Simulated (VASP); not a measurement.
Write the native input for VASP 6.6.1 that does the following.

```yaml
Task: relaxation of volume and atoms at fixed shape
Functional: PBEsol
Potentials_or_basis: VASP PAW PBE potentials, release 64 (Ba_sv, Zr_sv, Hf_pv, O)
Cutoff: 700 eV
k_mesh: 1 × 1 × 1, shifted
Occupations: fermi-dirac, width 0.05 eV
Spin: no spin polarisation
Dipole_correction: no
Further_INCAR_settings: LREAL = Auto; ALGO = Normal; EDIFF = 1e-07; ISYM = -1; IBRION = 2; EDIFFG = -0.03; NSW = 100; ISIF = 8
```

The structure of Ba8Hf5Zr3O24 lies in POSCAR:

```
Ba8Hf5Zr3O24
1.0
    8.3329610000      0.0000000000      0.0000000000
    0.0000000000      8.3329610000      0.0000000000
    0.0000000000      0.0000000000      8.3329610000
Ba Zr Hf O
8 3 5 24
Direct
    0.9994690000      0.0018380000      0.9962230000
    0.9995670000      0.0012550000      0.5014850000
    0.0018260000      0.5007610000      0.0028680000
    0.9967550000      0.5006610000      0.4988630000
    0.4953850000      0.9976000000      0.9941650000
    0.4986640000      0.0006670000      0.5003350000
    0.5038080000      0.4956780000      0.0042640000
    0.5005490000      0.4993490000      0.5010730000
    0.2541150000      0.2467610000      0.2492160000
    0.2487870000      0.7497230000      0.7520640000
    0.7496330000      0.2487120000      0.7471360000
    0.2527240000      0.2489260000      0.7485060000
    0.2491160000      0.7495070000      0.2512310000
    0.7516660000      0.2489320000      0.2451820000
    0.7516930000      0.7521500000      0.2503250000
    0.7490900000      0.7510580000      0.7494680000
    0.2531230000      0.2468630000      0.9974810000
    0.2523580000      0.2536330000      0.5001330000
    0.2502600000      0.7495400000      0.0044420000
    0.2513980000      0.7478840000      0.5003520000
    0.7476100000      0.2503690000      0.0037270000
    0.7508290000      0.2472980000      0.4978510000
    0.7493840000      0.7493890000      0.0000350000
    0.7498270000      0.7513790000      0.5038310000
    0.9991030000      0.2481760000      0.2511600000
    0.9984630000      0.2498580000      0.7522730000
    0.9966740000      0.7512110000      0.2488690000
    0.0010050000      0.7485270000      0.7537570000
    0.5005440000      0.2512840000      0.2488410000
    0.4984790000      0.2476720000      0.7504930000
    0.5029500000      0.7503410000      0.2481540000
    0.5001590000      0.7514560000      0.7490430000
    0.2499510000      0.0006470000      0.2496990000
    0.2529480000      0.9998500000      0.7498820000
    0.2531700000      0.5000990000      0.2499770000
    0.2492860000      0.4998290000      0.7494260000
    0.7496070000      0.0003500000      0.2513370000
    0.7532770000      0.0001480000      0.7545910000
    0.7455440000      0.5008270000      0.2509130000
    0.7523710000      0.4995260000      0.7427230000
```

One way to write it, as run:

INCAR

```
PREC = Accurate ; ENCUT = 700
EDIFF = 1E-7 ; ISMEAR = -1
SIGMA = 0.05 ; LREAL = Auto
LASPH = True ; NELM = 120
ALGO = Normal ; ISIF = 8
LWAVE = False ; LCHARG = False
GGA = PS ; IBRION = 2
NSW = 100 ; EDIFFG = -0.03
ISYM = -1 ; GGA_COMPAT = False
NELMIN = 4
```

KPOINTS

```
explicit points
1
Reciprocal
  0.25000000   0.25000000   0.25000000 1
```

Potentials or basis: VASP PAW PBE potentials, release 64 (Ba_sv, Zr_sv, Hf_pv, O).

The run is started by

```bash
$ cat potpaw_PBE.64/Ba_sv/POTCAR potpaw_PBE.64/Zr_sv/POTCAR potpaw_PBE.64/Hf_pv/POTCAR potpaw_PBE.64/O/POTCAR > POTCAR
$ mpirun -np 1 vasp_std > vasp.out
```

Results of the run:

```json
{
  "Relaxed volume": "14.47 Å³/atom",
  "Relaxed cell": "a = 8.333 Å, b = 8.333 Å, c = 8.333 Å, α = 90.00°, β = 90.00°, γ = 90.00°",
  "Space group after relaxing (to 0.1 Å)": "Pm-3m (No. 221)",
  "Energy gained by relaxing": "4.4 meV/atom",
  "Ionic steps": "12",
  "Pressure after relaxing": "0.0 GPa",
  "Largest force after relaxing": "0.024 eV/Å",
  "Band gap on the k mesh": "4.16 eV"
}
```

Caveat: the PAW data sets were made with another functional, which shifts forces and pressure a little; spin-orbit coupling is left out, which moves the levels of the heavy elements; a shifted mesh leaves out Γ, where band edges can lie.

Wall time 28 min on 1 thread of Intel(R) Xeon(R) 6975P-C (Granite Rapids), with other jobs on the host, peak memory 0.95 GiB.
